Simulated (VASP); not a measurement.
Sr7Ti8CdO23 (a cell with a defect), 39 atoms in the cell. The cell holds a defect, 39 atoms: a = 7.783 Å, b = 7.783 Å, c = 7.783 Å, α = 90.00°, β = 90.00°, γ = 90.00°. 

```yaml
Program: VASP 6.6.1
Task: single point
Functional: r2SCAN
Potentials_or_basis: VASP PAW PBE potentials, release 64 (Sr_sv, Cd, Ti_sv, O)
Cutoff: 520 eV
k_mesh: 1 × 1 × 1, shifted
Occupations: fermi-dirac, width 0.05 eV
Spin: collinear spin
Dipole_correction: no
Charge: -1
Further_INCAR_settings: LREAL = Auto; ALGO = Normal; EDIFF = 1e-06; NBANDS = 187; ISYM = 0; NELECT = 317.0
```

Potentials or basis: VASP PAW PBE potentials, release 64 (Sr_sv, Cd, Ti_sv, O).

Run with:

```console
$ cat potpaw_PBE.64/Sr_sv/POTCAR potpaw_PBE.64/Cd/POTCAR potpaw_PBE.64/Ti_sv/POTCAR potpaw_PBE.64/O/POTCAR > POTCAR
$ cp INCAR.step1 INCAR
$ mpirun -np 4 vasp_std > vasp.out
$ cp INCAR.step2 INCAR
$ mpirun -np 4 vasp_std > vasp.out
```

Hardware: 4 MPI ranks on Intel(R) Xeon(R) Platinum 8375C CPU @ 2.90GHz (Ice Lake), with other jobs on the host.

Task: Estimate the wall time of this run.

Result: Wall time 23 min on 4 MPI ranks on Intel(R) Xeon(R) Platinum 8375C CPU @ 2.90GHz (Ice Lake) (shared host), peak memory 0.37 GiB a rank. Counts: k points 4.
